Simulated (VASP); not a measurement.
# InH3 (Pm-3m) in VASP: further runs

Runs on InH3. Level: PBE. Tasks: single point.

Everything below comes from runs of VASP 6.6.1. Logs are shortened: lines on timing, memory, paths and dates and some standing lists are left out, and cuts for length are marked.

## 1. The cell of the first run

Symmetry: Pm-3m, No. 221, cubic system. Conventional cell: a = 3.293 Å, b = 3.293 Å, c = 3.293 Å, α = 90.00°, β = 90.00°, γ = 90.00°. Within 3.1 Å of In (site symmetry m-3m) lie 12 H at 2.33 Å. H (site symmetry 4/mmm) has 4 In at 2.33 Å and 8 H at 2.33 Å within 3.1 Å.

## 2. Single point, PBE

File INCAR:

```
ALGO = Normal
EDIFF = 1E-7
ENCUT = 520
GGA = PE
ISIF = 2
ISMEAR = 0
LASPH = T
LCHARG = F
LREAL = F
LWAVE = F
NBANDS = 16
NELM = 100
PREC = Accurate
SIGMA = 0.1
```

File KPOINTS:

```
k-points
0
Gamma
  6 6 6
```

File POSCAR:

```
InH3
1.0
    3.2925280347      0.0000000000      0.0000000000
    0.0000000000      3.2925280347      0.0000000000
    0.0000000000      0.0000000000      3.2925280347
In H
1 3
Direct
    0.0000000000      0.0000000000      0.0000000000
    0.0000000000      0.5000000000      0.5000000000
    0.5000000000      0.0000000000      0.5000000000
    0.5000000000      0.5000000000      0.0000000000
```

Potentials or basis: VASP PAW PBE potentials, release 64 (In_d, H).

Launch:

```console
> cat potpaw_PBE.64/In_d/POTCAR potpaw_PBE.64/H/POTCAR > POTCAR
> mpirun -np 1 vasp_std > vasp.out
```

OUTCAR:

```text
EDIFF = 1E-7
   ENCUT = 520
   GGA = PE
   ISIF = 2
   ISMEAR = 0
   LASPH = T
   LREAL = F
   NELM = 100
   PREC = Accurate

 ion  position               nearest neighbor table
   1  0.000  0.000  0.000-   2 2.33   3 2.33   4 2.33   2 2.33   3 2.33   2 2.33   4 2.33   2 2.33
                             3 2.33   4 2.33   3 2.33   4 2.33
   2  0.000  0.500  0.500-   1 2.33   1 2.33   1 2.33   1 2.33
   3  0.500  0.000  0.500-   1 2.33   1 2.33   1 2.33   1 2.33
   4  0.500  0.500  0.000-   1 2.33   1 2.33   1 2.33   1 2.33

  LATTYP: Found a simple cubic cell.
 ALAT       =     3.2925280347

  Lattice vectors:

 A1 = (   3.2925280347,   0.0000000000,   0.0000000000)
 A2 = (   0.0000000000,   3.2925280347,   0.0000000000)
 A3 = (   0.0000000000,   0.0000000000,   3.2925280347)

Analysis of symmetry for initial positions (statically):
=====================================================================
 Subroutine PRICEL returns:
 Original cell was already a primitive cell.

 Routine SETGRP: Setting up the symmetry group for a
 simple cubic supercell.

 Subroutine GETGRP returns: Found 48 space group operations
 (whereof 48 operations were pure point group operations)
 out of a pool of 48 trial point group operations.

The static configuration has the point symmetry O_h .

Analysis of symmetry for dynamics (positions and initial velocities):
=====================================================================
 Subroutine PRICEL returns:
 Original cell was already a primitive cell.

 Routine SETGRP: Setting up the symmetry group for a
 simple cubic supercell.

 Subroutine GETGRP returns: Found 48 space group operations
 (whereof 48 operations were pure point group operations)
 out of a pool of 48 trial point group operations.

The dynamic configuration has the point symmetry O_h .

 Subroutine INISYM returns: Found 48 space group operations
 (whereof 48 operations are pure point group operations),
 and found     1 'primitive' translations

----------------------------------------------------------------------------------------

                                     Primitive cell

  volume of cell :      35.6934

  direct lattice vectors                    reciprocal lattice vectors
     3.292528035  0.000000000  0.000000000     0.303717991  0.000000000  0.000000000
     0.000000000  3.292528035  0.000000000     0.000000000  0.303717991  0.000000000
     0.000000000  0.000000000  3.292528035     0.000000000  0.000000000  0.303717991

  length of vectors
     3.292528035  3.292528035  3.292528035     0.303717991  0.303717991  0.303717991

  position of ions in fractional coordinates (direct lattice)
     0.000000000  0.000000000  0.000000000
     0.000000000  0.500000000  0.500000000
     0.500000000  0.000000000  0.500000000
     0.500000000  0.500000000  0.000000000

  ion indices of the primitive-cell ions
   primitive index   ion index
                 1           1
                 2           2
                 3           3
                 4           4

----------------------------------------------------------------------------------------

 KPOINTS: k-points

Automatic generation of k-mesh.
 Grid dimensions read from file:
 generate k-points for:    6    6    6

 Generating k-lattice:

  Cartesian coordinates                     Fractional coordinates (reciprocal lattice)
     0.050619665  0.000000000  0.000000000     0.166666667  0.000000000  0.000000000
     0.000000000  0.050619665  0.000000000     0.000000000  0.166666667  0.000000000
     0.000000000  0.000000000  0.050619665     0.000000000  0.000000000  0.166666667

  Length of vectors
     0.050619665  0.050619665  0.050619665

  Shift w.r.t. Gamma in fractional coordinates (k-lattice)
     0.000000000  0.000000000  0.000000000

 Subroutine IBZKPT returns following result:
 ===========================================

 Found     20 irreducible k-points:

 Following reciprocal coordinates:
            Coordinates               Weight
  0.000000  0.000000  0.000000      1.000000
  0.166667  0.000000  0.000000      6.000000
  0.333333  0.000000  0.000000      6.000000
  0.500000  0.000000  0.000000      3.000000
  0.166667  0.166667  0.000000     12.000000
  0.333333  0.166667  0.000000     24.000000
[... 12 lines left out ...]
  0.500000  0.500000  0.333333      6.000000
  0.500000  0.500000  0.500000      1.000000
   k-points           NKPTS =     20   k-points in BZ     NKDIM =     20   number of bands    NBANDS=     16
   number of dos      NEDOS =    301   number of ions     NIONS =      4
   total plane-waves  NPLWV =  13824
   dimension x,y,z NGX =    24 NGY =   24 NGZ =   24
   dimension x,y,z NGXF=    48 NGYF=   48 NGZF=   48
   ions per type =               1   3
   NGX,Y,Z   is equivalent  to a cutoff of  12.12, 12.12, 12.12 a.u.
   NGXF,Y,Z  is equivalent  to a cutoff of  24.24, 24.24, 24.24 a.u.
 SYSTEM =  unknown system
   PREC   = accura    normal or accurate (medium, high low for compatibility)
   ISTART =      0    job   : 0-new  1-cont  2-samecut
   ICHARG =      2    charge: 1-file 2-atom 10-const
   ISPIN  =      1    spin polarized calculation?
   LNONCOLLINEAR =      F non collinear calculations
   LSORBIT =      F    spin-orbit coupling
   LASPH  =      T    aspherical Exc in radial PAW
   ENCUT  =  520.0 eV  38.22 Ry    6.18 a.u.   6.12  6.12  6.12*2*pi/ulx,y,z
   NELM   =    100;   NELMIN=  2; NELMDL= -5     # of ELM steps
   EDIFF  = 0.1E-06   stopping-criterion for ELM
   LREAL  =      F    real-space projection
   EDIFFG = 0.1E-05   stopping-criterion for IOM
   NSW    =      0    number of steps for IOM
   IBRION =     -1    ionic relax: 0-MD 1-quasi-New 2-CG
   NFREE  =      0    steps in history (QN), initial steepest desc. (CG)
   ISIF   =      2    stress and relaxation
   ISYM   =      2    0-nonsym 1-usesym 2-fastsym
   POTIM  = 0.5000    time-step for ionic-motion
   TEBEG  =    0.0;   TEEND  =   0.0 temperature during run
   PSTRESS=    0.0 pullay stress
   NELECT =      16.0000    total number of electrons
   NUPDOWN=      -1.0000    fix difference up-down
   EMIN   =  10.00;   EMAX   =-10.00  energy-range for DOS
   EFERMI =   0.00;   METHOD = LEGACY
   ISMEAR =     0;   SIGMA  =   0.10  broadening in eV -4-tet -1-fermi 0-gaus
   EFERMI_NEDOS =   21; number of points for ismear=-14 and -15
   IALGO  =     38    algorithm
   IMIX   =      4    mixing-type and parameters
     AMIX     =   0.40;   BMIX     =  1.00
     AMIX_MAG =   1.60;   BMIX_MAG =  1.00
  volume/ion in A,a.u.               =       8.92        60.22
  Fermi-wavevector in a.u.,A,eV,Ry     =   1.252907  2.367650 21.358083  1.569775
  Thomas-Fermi vector in A             =   2.386785
   LORBIT       =      0    0 simple, 1 ext, 2 COOP (PROOUT), +10 PAW based schemes
   GGA     = PE    functional components
   LHFCALC =     F    Hartree Fock is set to
   AEXX    =    0.0000 exact exchange contribution
   IVDW    =     0    specifies the selected vdW correction
   LEPSILON=     F    determine dielectric tensor
   LRPA    =     F    only Hartree local field effects (RPA)
 non-spin polarized calculation
 Gauss-broadening in eV      SIGMA  =   0.10
  energy-cutoff  :      520.00
  volume of cell :       35.69
 maximum number of plane-waves:       976
   NGX = 13   NGY = 13   NGZ = 13

 number of electron      15.9999988 magnetization

 Free energy of the ion-electron system (eV)
  ---------------------------------------------------
  ext. energy  EPLUGINS =         0.00000000
  ---------------------------------------------------
  free energy    TOTEN  =        -9.33069676 eV

  energy without entropy =       -9.32316258  energy(sigma->0) =       -9.32692967

 E-fermi :   5.2048     XC(G=0): -10.3780

 val. band max:        5.1986247891   @ k =   0.3333   0.1667   0.0000
 cond. band min:       5.2821056480   @ k =   0.3333   0.3333   0.3333
 fundamental gap:      0.0834808589
 Fermi energy:         5.2047585326

 k-point     1 :       0.0000    0.0000    0.0000
  band No.  band energies     occupation
      1      -9.2670      2.00000
      2      -9.2670      2.00000
      3      -8.8114      2.00000
      4      -8.8114      2.00000
      5      -8.8114      2.00000
      6      -5.4428      2.00000
[... 8 lines left out ...]
     15      22.3006      0.00000
     16      22.3006      0.00000

 k-point     2 :       0.1667    0.0000    0.0000
  band No.  band energies     occupation
      1      -9.2520      2.00000
      2      -9.1907      2.00000
      3      -8.8427      2.00000
      4      -8.8427      2.00000
      5      -8.8089      2.00000
      6      -5.0468      2.00000
[... 8 lines left out ...]
     15      20.8420      0.00000
     16      20.8420      0.00000

 k-point     3 :       0.3333    0.0000    0.0000
  band No.  band energies     occupation
      1      -9.2216      2.00000
      2      -9.0433      2.00000
      3      -8.9045      2.00000
      4      -8.9045      2.00000
      5      -8.8039      2.00000
      6      -3.8383      2.00000
[... 8 lines left out ...]
     15      17.9000      0.00000
     16      19.6632      0.00000

 k-point     4 :       0.5000    0.0000    0.0000
  band No.  band energies     occupation
      1      -9.2064      2.00000
      2      -8.9722      2.00000
      3      -8.9350      2.00000
      4      -8.9350      2.00000
      5      -8.8014      2.00000
      6      -1.9000      2.00000
[... 8 lines left out ...]
     15      16.2275      0.00000
     16      20.7779      0.00000
[... 248 lines left out ...]
 k-point    18 :       0.5000    0.3333    0.3333
  band No.  band energies     occupation
      1      -9.1210      2.00000
      2      -9.1057      2.00000
      3      -9.0542      2.00000
      4      -8.8243      2.00000
      5      -8.7368      2.00000
      6       1.1241      2.00000
[... 8 lines left out ...]
     15      24.6466      0.00000
     16      25.7109      0.00000

 k-point    19 :       0.5000    0.5000    0.3333
  band No.  band energies     occupation
      1      -9.1731      2.00000
      2      -9.1050      2.00000
      3      -9.1050      2.00000
      4      -8.7784      2.00000
      5      -8.6829      2.00000
      6       2.5449      2.00000
[... 8 lines left out ...]
     15      25.7552      0.00000
     16      26.5064      0.00000

 k-point    20 :       0.5000    0.5000    0.5000
  band No.  band energies     occupation
      1      -9.1635      2.00000
      2      -9.1635      2.00000
      3      -9.1635      2.00000
      4      -8.6808      2.00000
      5      -8.6808      2.00000
      6       3.7791      2.00000
[... 8 lines left out ...]
     15      28.6334      0.00000
     16      28.6334      0.00000

------------------------ aborting loop because EDIFF is reached ----------------------------------------

  FORCE on cell =-STRESS in cart. coord.  units (eV):
  Direction    XX          YY          ZZ          XY          YZ          ZX
  --------------------------------------------------------------------------------------
  -------------------------------------------------------------------------------------
  Total       -0.0916164     -0.0916164     -0.0916164     -0.0000000      0.0000000      0.0000000
  in kB       -4.1123984     -4.1123984     -4.1123984     -0.0000000      0.0000000      0.0000000
  external PRESSURE =      -4.1123984 kB  Pullay stress =       0.0000000 kB

 VOLUME and BASIS-vectors are now :
 -----------------------------------------------------------------------------
  energy-cutoff  :      520.00
  volume of cell :       35.69
      direct lattice vectors                 reciprocal lattice vectors
     3.292528035  0.000000000  0.000000000     0.303717991  0.000000000  0.000000000
     0.000000000  3.292528035  0.000000000     0.000000000  0.303717991  0.000000000
     0.000000000  0.000000000  3.292528035     0.000000000  0.000000000  0.303717991

 POSITION                                       TOTAL-FORCE (eV/Angst)
 -----------------------------------------------------------------------------------
      0.00000      0.00000      0.00000         0.000000      0.000000      0.000000
      0.00000      1.64626      1.64626         0.000000      0.000000      0.000000
      1.64626      0.00000      1.64626         0.000000      0.000000      0.000000
      1.64626      1.64626      0.00000         0.000000      0.000000      0.000000
 -----------------------------------------------------------------------------------
    total drift:                                0.000000      0.000000      0.000000

  FREE ENERGIE OF THE ION-ELECTRON SYSTEM (eV)
  ---------------------------------------------------
  free  energy   TOTEN  =        -9.3306967629 eV

  energy  without entropy=       -9.3231625816  energy(sigma->0) =       -9.32692967
```

It took 4.5 s on 1 thread of Intel Xeon 6975P-C (Granite Rapids), shared host; peak memory 0.13 GiB.

What came out:

```
Free energy            : -9.3307 eV
Pressure               : -0.4 GPa
Band gap on the k mesh : zero (band 8 reaches 6.20 eV, above the bottom of band 9 at 2.82 eV)
```

Caveat: spin-orbit coupling is left out, which moves the levels of the heavy elements.

(Part 1 of 2 ends here.)
